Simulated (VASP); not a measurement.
# W2N (P-3m1) in VASP: further runs

W2N is run at these levels: PBEsol; tasks: single point.

Everything below comes from runs of VASP 6.6.1. Logs are shortened: lines on timing, memory, paths and dates and some standing lists are left out, and cuts for length are marked.

## 1. The cell of the first run

The structure is trigonal, space group P-3m1 (No. 164). Conventional cell: a = 2.873 Å, b = 2.873 Å, c = 17.015 Å, α = 90.00°, β = 90.00°, γ = 120.00°. W (site symmetry 3m) has 3 N at 2.09 Å and 7 W at 2.58 to 2.87 Å within 2.9 Å. Within 2.5 Å of W (site symmetry 3m) lie 1 N at 1.90 Å. Within 2.9 Å of W (site symmetry 3m) lie 3 N at 2.17 Å and 7 W at 2.64 to 2.87 Å. Within 2.9 Å of N (site symmetry -3m) lie 6 W at 2.17 Å and 6 N at 2.87 Å. Within 2.5 Å of N (site symmetry 3m) lie 4 W at 1.90 to 2.09 Å.

## 2. Single point, PBEsol (strain +0.025 along x and y, -0.025 along z)

INCAR reads:

```
ALGO = Normal
EDIFF = 1E-6
ENCUT = 520
GGA = PS
ISIF = 2
ISMEAR = 0
LASPH = True
LCHARG = True
LELF = True
LREAL = False
LVHAR = True
LWAVE = False
NBANDS = 60
NELM = 80
PREC = Accurate
SIGMA = 0.15
```

KPOINTS reads:

```
k-points
0
Gamma
  18 18 4
```

POSCAR reads:

```
W2N
1.0
    2.8725259163      0.0000000000      0.0000000000
   -1.4362629582      2.4876804166      0.0000000000
    0.0000000000      0.0000000000     17.0153918942
W N
6 3
Direct
    0.0000000000      0.0000000000      0.0759303586
    0.0000000000      0.0000000000      0.9240696414
    0.3333333333      0.6666666667      0.2625177094
    0.6666666667      0.3333333333      0.7374822906
    0.3333333333      0.6666666667      0.4176067748
    0.6666666667      0.3333333333      0.5823932252
    0.0000000000      0.0000000000      0.5000000000
    0.3333333333      0.6666666667      0.1506839328
    0.6666666667      0.3333333333      0.8493160672
```

Potentials or basis: VASP PAW PBE potentials, release 64 (W_sv, N).

Started as:

```sh
cat potpaw_PBE.64/W_sv/POTCAR potpaw_PBE.64/N/POTCAR > POTCAR
mpirun -np 1 vasp_std > vasp.out
```

OUTCAR:

```text
EDIFF = 1E-6
   ENCUT = 520
   GGA = PS
   ISIF = 2
   ISMEAR = 0
   LASPH = True
   LREAL = False
   NELM = 80
   PREC = Accurate

 ion  position               nearest neighbor table
   1  0.000  0.000  0.076-   8 2.09   8 2.09   8 2.09   2 2.58
   2  0.000  0.000  0.924-   9 2.09   9 2.09   9 2.09   1 2.58
   3  0.333  0.667  0.263-   8 1.90   5 2.64
   4  0.667  0.333  0.737-   9 1.90   6 2.64
   5  0.333  0.667  0.418-   7 2.17   7 2.17   7 2.17   3 2.64   6 3.26   6 3.26   6 3.26
   6  0.667  0.333  0.582-   7 2.17   7 2.17   7 2.17   4 2.64   5 3.26   5 3.26   5 3.26
   7  0.000  0.000  0.500-   5 2.17   6 2.17   6 2.17   5 2.17   6 2.17   5 2.17
   8  0.333  0.667  0.151-   3 1.90   1 2.09   1 2.09   1 2.09
   9  0.667  0.333  0.849-   4 1.90   2 2.09   2 2.09   2 2.09

  LATTYP: Found a hexagonal cell.
 ALAT       =     2.8725259163
 C/A-ratio  =     5.9234946490

  Lattice vectors:

 A1 = (   2.8725259163,   0.0000000000,   0.0000000000)
 A2 = (  -1.4362629582,   2.4876804166,   0.0000000000)
 A3 = (   0.0000000000,   0.0000000000,  17.0153918942)

Analysis of symmetry for initial positions (statically):
=====================================================================
 Subroutine PRICEL returns:
 Original cell was already a primitive cell.

 Routine SETGRP: Setting up the symmetry group for a
 hexagonal supercell.

 Subroutine GETGRP returns: Found 12 space group operations
 (whereof 12 operations were pure point group operations)
 out of a pool of 24 trial point group operations.

The static configuration has the point symmetry D_3d.

Analysis of symmetry for dynamics (positions and initial velocities):
=====================================================================
 Subroutine PRICEL returns:
 Original cell was already a primitive cell.

 Routine SETGRP: Setting up the symmetry group for a
 hexagonal supercell.

 Subroutine GETGRP returns: Found 12 space group operations
 (whereof 12 operations were pure point group operations)
 out of a pool of 24 trial point group operations.

The dynamic configuration has the point symmetry D_3d.

 Subroutine INISYM returns: Found 12 space group operations
 (whereof 12 operations are pure point group operations),
 and found     1 'primitive' translations

[... 114 lines left out ...]
   ISIF   =      2    stress and relaxation
   ISYM   =      2    0-nonsym 1-usesym 2-fastsym
   POTIM  = 0.5000    time-step for ionic-motion
   TEBEG  =    0.0;   TEEND  =   0.0 temperature during run
   PSTRESS=    0.0 pullay stress
   NELECT =      99.0000    total number of electrons
   NUPDOWN=      -1.0000    fix difference up-down
   EMIN   =  10.00;   EMAX   =-10.00  energy-range for DOS
   EFERMI =   0.00;   METHOD = LEGACY
   ISMEAR =     0;   SIGMA  =   0.15  broadening in eV -4-tet -1-fermi 0-gaus
   EFERMI_NEDOS =   21; number of points for ismear=-14 and -15
   IALGO  =     38    algorithm
   IMIX   =      4    mixing-type and parameters
     AMIX     =   0.40;   BMIX     =  1.00
     AMIX_MAG =   1.60;   BMIX_MAG =  1.00
  volume/ion in A,a.u.               =      13.51        91.17
  Fermi-wavevector in a.u.,A,eV,Ry     =   1.528691  2.888807 31.795406  2.336896
  Thomas-Fermi vector in A             =   2.636415
   LORBIT       =      0    0 simple, 1 ext, 2 COOP (PROOUT), +10 PAW based schemes
   GGA     = PS    functional components
   LHFCALC =     F    Hartree Fock is set to
   AEXX    =    0.0000 exact exchange contribution
   IVDW    =     0    specifies the selected vdW correction
   LEPSILON=     F    determine dielectric tensor
   LRPA    =     F    only Hartree local field effects (RPA)
 non-spin polarized calculation
 Gauss-broadening in eV      SIGMA  =   0.15
  energy-cutoff  :      520.00
  volume of cell :      121.59
 maximum number of plane-waves:      3328
 NGX is ok and might be reduce to    24
   NGX = 11   NGY = 11   NGZ = 63

 number of electron      98.9999989 magnetization

 Free energy of the ion-electron system (eV)
  ---------------------------------------------------
  ext. energy  EPLUGINS =         0.00000000
  ---------------------------------------------------
  free energy    TOTEN  =      -104.40052979 eV

  energy without entropy =     -104.32450796  energy(sigma->0) =     -104.36251887

 E-fermi :   9.9492     XC(G=0): -13.2116

 val. band max:        9.9470227290   @ k =   0.0556  -0.0000   0.0000
 cond. band min:       9.9502636704   @ k =   0.2778   0.1667   0.2500
 fundamental gap:      0.0032409415
 Fermi energy:         9.9492415746

 k-point     1 :       0.0000    0.0000    0.0000
  band No.  band energies     occupation
      1     -64.4557      2.00000
      2     -64.4458      2.00000
      3     -64.4159      2.00000
      4     -64.3572      2.00000
      5     -64.2779      2.00000
      6     -64.2777      2.00000
[... 1501 lines left out ...]
     59      13.5573      0.00000
     60      14.0216      0.00000

 [... further k-points ...]

------------------------ aborting loop because EDIFF is reached ----------------------------------------

  FORCE on cell =-STRESS in cart. coord.  units (eV):
  Direction    XX          YY          ZZ          XY          YZ          ZX
  --------------------------------------------------------------------------------------
  -------------------------------------------------------------------------------------
  Total       -7.2302046     -7.2302046      6.7675928      0.0000000      0.0000000      0.0000000
  in kB      -95.2709888    -95.2709888     89.1752436      0.0000000      0.0000000      0.0000000
  external PRESSURE =     -33.7889113 kB  Pullay stress =       0.0000000 kB

 VOLUME and BASIS-vectors are now :
 -----------------------------------------------------------------------------
  energy-cutoff  :      520.00
  volume of cell :      121.59
      direct lattice vectors                 reciprocal lattice vectors
     2.872525916  0.000000000  0.000000000     0.348125667  0.200990447  0.000000000
    -1.436262958  2.487680417  0.000000000     0.000000000  0.401980895  0.000000000
     0.000000000  0.000000000 17.015391894     0.000000000  0.000000000  0.058770318

 POSITION                                       TOTAL-FORCE (eV/Angst)
 -----------------------------------------------------------------------------------
      0.00000      0.00000      1.29198         0.000000      0.000000      0.426219
      0.00000      0.00000     15.72341         0.000000      0.000000     -0.426219
     -0.00000      1.65845      4.46684        -0.000000      0.000000      0.621700
      1.43626      0.82923     12.54855         0.000000      0.000000     -0.621700
     -0.00000      1.65845      7.10574        -0.000000      0.000000      0.531084
      1.43626      0.82923      9.90965         0.000000     -0.000000     -0.531084
      0.00000      0.00000      8.50770         0.000000      0.000000     -0.000000
     -0.00000      1.65845      2.56395         0.000000      0.000000     -1.230894
      1.43626      0.82923     14.45145        -0.000000      0.000000      1.230894
 -----------------------------------------------------------------------------------
    total drift:                                0.000000      0.000000      0.000000

  FREE ENERGIE OF THE ION-ELECTRON SYSTEM (eV)
  ---------------------------------------------------
  free  energy   TOTEN  =      -104.4005297860 eV

  energy  without entropy=     -104.3245079603  energy(sigma->0) =     -104.36251887
```

OSZICAR:

```text
N       E                     dE             d eps       ncg     rms          rms(c)
DAV:   1     0.136825006123E+04    0.13683E+04   -0.56206E+04 16568   0.189E+03
DAV:   2     0.193079054584E+01   -0.13663E+04   -0.13279E+04 17028   0.614E+02
DAV:   3    -0.108450959205E+03   -0.11038E+03   -0.10502E+03 19396   0.161E+02
DAV:   4    -0.113960907567E+03   -0.55099E+01   -0.52423E+01 20368   0.302E+01
[... 10 lines left out ...]
DAV:  15    -0.104400631525E+03    0.35279E-03   -0.83607E-04 20532   0.127E-01    0.117E-01
DAV:  16    -0.104400538020E+03    0.93505E-04   -0.32015E-04 20272   0.740E-02    0.346E-02
DAV:  17    -0.104400532359E+03    0.56602E-05   -0.30893E-05 20068   0.242E-02    0.139E-02
DAV:  18    -0.104400530183E+03    0.21766E-05   -0.20890E-05 17496   0.175E-02    0.468E-03
DAV:  19    -0.104400529786E+03    0.39679E-06   -0.35187E-06 12628   0.863E-03
   1 F= -.10440053E+03 E0= -.10436252E+03  d E =-.760218E-01
```

Run time: 29 min. Hardware: 1 thread of Intel Xeon 8259CL, shared host; peak memory 0.76 GiB.

Results:

```yaml
Free_energy: -104.4005 eV
Pressure: -3.4 GPa
Largest_force: 1.231 eV/Å
Band_gap_on_the_k_mesh: zero (an odd number of electrons rules out a gap without spin polarisation)
```

Forces in eV/Å, atoms in the order of the input:
```
W    0.000  0.000  0.426
W    0.000  0.000 -0.426
W    0.000  0.000  0.622
W    0.000  0.000 -0.622
W    0.000  0.000  0.531
W    0.000  0.000 -0.531
N    0.000  0.000  0.000
N    0.000  0.000 -1.231
N    0.000  0.000  1.231
```

Caveat: the cell differs from its parent crystal (strain +0.025 along x and y, -0.025 along z); the cell stands under tension; the PAW data sets were made with another functional, which shifts forces and pressure a little; spin-orbit coupling is left out, which moves the levels of the heavy elements.

## 3. Single point, PBEsol (strain +0.050 along x and y, -0.025 along z)

INCAR reads:

```
ALGO = Fast ; EDIFF = 1E-7
ENCUT = 520 ; GGA = PS
ISIF = 2 ; ISMEAR = 0
LASPH = T ; LCHARG = F
LREAL = F ; LWAVE = F
NBANDS = 60 ; NELM = 80
PREC = Accurate ; SIGMA = 0.15
```

KPOINTS is that of step 2.

Edit POSCAR of step 2 so:

```diff
@@ -2,4 +2,4 @@
 1.0
-    2.8725259163      0.0000000000      0.0000000000
-   -1.4362629582      2.4876804166      0.0000000000
+    2.9425875241      0.0000000000      0.0000000000
+   -1.4712937620      2.5483555487      0.0000000000
     0.0000000000      0.0000000000     17.0153918942
```

Potentials or basis: VASP PAW PBE potentials, release 64 (W_sv, N).

Started as:

```sh
cat potpaw_PBE.64/W_sv/POTCAR potpaw_PBE.64/N/POTCAR > POTCAR
mpirun -np 1 vasp_std > vasp.out
```

Wall time 37 min (1 thread of Oxide Virtual Turin-like, shared host); peak memory 0.76 GiB.

The run converged. Its results:

- Free energy: -103.8169 eV
- Pressure: -14.3 GPa
- Largest force: 1.872 eV/Å
- Band gap on the k mesh: zero (an odd number of electrons rules out a gap without spin polarisation)

Forces in eV/Å, atoms in the order of the input:
```
W    0.000  0.000  0.884
W    0.000  0.000 -0.884
W    0.000  0.000  0.607
W    0.000  0.000 -0.607
W    0.000  0.000  1.026
W    0.000  0.000 -1.026
N    0.000  0.000  0.000
N    0.000  0.000 -1.872
N    0.000  0.000  1.872
```

Stress tensor (GPa, compression positive):
```
-21.22   0.00   0.00
  0.00 -21.22   0.00
  0.00   0.00  -0.42
```

Levels at points of the mesh, in eV from the Fermi level:
```tsv
k point	band 47	band 48	band 49	band 50	band 51	band 52	band 53	band 54
(0.00, 0.00, 0.00)	-0.41	-0.41	-0.31	-0.31	-0.08	0.04	0.04	0.07
(0.50, 0.00, 0.00)	-0.47	0.34	0.47	0.58	1.25	1.44	2.34	2.37
(0.00, 0.00, 0.50)	-0.39	-0.32	-0.32	-0.26	-0.25	0.05	0.05	0.08
(0.50, 0.00, 0.50)	-0.37	0.16	0.43	0.99	1.26	1.39	1.62	2.59
```

Caveat: the cell differs from its parent crystal (strain +0.050 along x and y, -0.025 along z); the cell stands under tension; the PAW data sets were made with another functional, which shifts forces and pressure a little; spin-orbit coupling is left out, which moves the levels of the heavy elements.

## 4. Single point, PBEsol (strain +0.025 along x and y, +0.000 along z)

INCAR reads:

```
SYSTEM = W2N
PREC = Accurate ; ENCUT = 520
EDIFF = 1E-6 ; ISMEAR = 0
SIGMA = 0.15 ; LREAL = .False.
LASPH = .True. ; NELM = 80
ALGO = Fast ; ISIF = 2
LWAVE = .False. ; LCHARG = .False.
GGA = PS ; NBANDS = 60
```

KPOINTS reads:

```
regular mesh
0
Gamma
  18 18 4
  0 0 0
```

Edit POSCAR of step 3 so:

```diff
@@ -2,5 +2,5 @@
 1.0
-    2.9425875241      0.0000000000      0.0000000000
-   -1.4712937620      2.5483555487      0.0000000000
-    0.0000000000      0.0000000000     17.0153918942
+    2.8725259163      0.0000000000      0.0000000000
+   -1.4362629582      2.4876804166      0.0000000000
+    0.0000000000      0.0000000000     17.4516839941
 W N
```

Started as:

```sh
cat potpaw_PBE.64/W_sv/POTCAR potpaw_PBE.64/N/POTCAR > POTCAR
mpirun -np 1 vasp_std > vasp.out
```

Run time: 38 min. Hardware: 1 thread of Oxide Virtual Turin-like, shared host; peak memory 0.75 GiB.

Results (log left out):

```
Free energy            : -104.4198 eV
Pressure               : -11.6 GPa
Largest force          : 0.566 eV/Å
Band gap on the k mesh : zero (an odd number of electrons rules out a gap without spin polarisation)
```

Forces on the atoms (eV/Å):
```
W    0.000  0.000  0.383
W    0.000  0.000 -0.383
W    0.000  0.000  0.029
W    0.000  0.000 -0.029
W    0.000  0.000  0.445
W    0.000  0.000 -0.445
N    0.000  0.000  0.000
N    0.000  0.000 -0.566
N    0.000  0.000  0.566
```

Stress tensor (GPa, compression positive):
```
-13.93   0.00   0.00
  0.00 -13.93   0.00
  0.00   0.00  -6.80
```

Levels at points of the mesh, in eV from the Fermi level:
```tsv
k point	band 48	band 49	band 50	band 51	band 52	band 53
(0.00, 0.00, 0.00)	-0.38	-0.38	-0.31	-0.31	0.30	0.30
(0.50, 0.00, 0.00)	0.50	0.59	0.91	1.00	1.14	2.33
(0.00, 0.00, 0.50)	-0.38	-0.38	-0.31	-0.31	0.30	0.30
(0.50, 0.00, 0.50)	0.42	0.46	0.88	1.21	1.23	1.86
```

Caveat: the cell differs from its parent crystal (strain +0.025 along x and y, +0.000 along z); the cell stands under tension; the PAW data sets were made with another functional, which shifts forces and pressure a little; spin-orbit coupling is left out, which moves the levels of the heavy elements.

## 5. The runs side by side

| cell | gap on the mesh (eV) | pressure (GPa) | largest force (eV/Å) |
| --- | --- | --- | --- |
| a = 2.873, b = 2.873, c = 17.015 Å, angles 90.0, 90.0, 120.0°, 9 atoms | none | -3.4 | 1.23 |
| a = 2.943, b = 2.943, c = 17.015 Å, angles 90.0, 90.0, 120.0°, 9 atoms | none | -14.3 | 1.87 |
| a = 2.873, b = 2.873, c = 17.452 Å, angles 90.0, 90.0, 120.0°, 9 atoms | none | -11.6 | 0.57 |

Alike in all rows: task single point; level PBEsol; potentials or basis VASP PAW PBE potentials, release 64 (W_sv, N); no spin polarisation; k mesh 18 × 18 × 4; cutoff (eV) 520; smearing gaussian 0.15 eV.

Caveats: the cell stands under tension; the PAW data sets were made with another functional, which shifts forces and pressure a little; spin-orbit coupling is left out, which moves the levels of the heavy elements.

Absolute energies hang on the potentials; compare differences alone.
